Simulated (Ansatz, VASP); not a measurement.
**One calculation of ZrO2, two programs**

```
CELL_PARAMETERS angstrom
0.00000 2.55795 2.55795
2.55795 0.00000 2.55795
2.55795 2.55795 0.00000
ATOMIC_POSITIONS crystal
Zr 0.00000 0.00000 0.00000
O 0.25000 0.25000 0.25000
O 0.75000 0.75000 0.75000
```

Alike in both runs: task single point; functional PBE; k mesh 8 × 8 × 8; occupations gaussian, width 0.02 eV; no spin polarisation.

|  | VASP | Ansatz |
| --- | --- | --- |
| version | VASP 6.6.1 | Ansatz 0.2.0 |
| potentials or method | VASP PAW PBE potentials, release 64 (Zr_sv, O), cutoff 600 eV | scalar-relativistic, plane waves, PAW |
| valence electrons in the cell | 24 | 24 |

VASP gave:

- gap on the k mesh at the Fermi level (eV): 3.31
- least direct gap on the mesh (eV): 3.74

Problem. Which values does Ansatz return?

Solution. gap on the k mesh at the Fermi level (eV): 3.32; least direct gap on the mesh (eV): 3.75.

The functional is the same, so the differences come from potentials, cutoffs and numerics.
